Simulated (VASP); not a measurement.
Here is a VASP 6.6.1 calculation.

Contents of INCAR:

```
SYSTEM = TePb
PREC = Accurate
ENCUT = 500
EDIFF = 1E-6
ISMEAR = 0
SIGMA = 0.018000000000000002
LREAL = .False.
LASPH = .True.
NELM = 120
ALGO = Normal
ISIF = 2
LWAVE = .False.
LCHARG = .False.
GGA = PE
NBANDS = 17
GGA_COMPAT = .False.
```

File KPOINTS:

```
Automatic mesh
0
Gamma
  7 7 7
  0 0 0
```

POSCAR

```
TePb
1.0
    4.0022870000      0.0000000000      0.0000000000
    0.0000000000      4.0022870000      0.0000000000
    0.0000000000      0.0000000000      4.0022870000
Pb Te
1 1
Direct
    0.0000000000      0.0000000000      0.0000000000
    0.5000000000      0.5000000000      0.5000000000
```

Potentials or basis: VASP PAW PBE potentials, release 64 (Pb_d, Te).

The run is started by

```sh
$ cat potpaw_PBE.64/Pb_d/POTCAR potpaw_PBE.64/Te/POTCAR > POTCAR
$ mpirun -np 1 vasp_std > vasp.out
```

(1) Predict the band gap on the k mesh.

(2) Estimate the pressure.

Answers

(1) zero (bands 10 and 11 overlap by 0.80 eV).

(2) 0.1 GPa.

Caveat: spin-orbit coupling is left out, which moves the levels of the heavy elements.
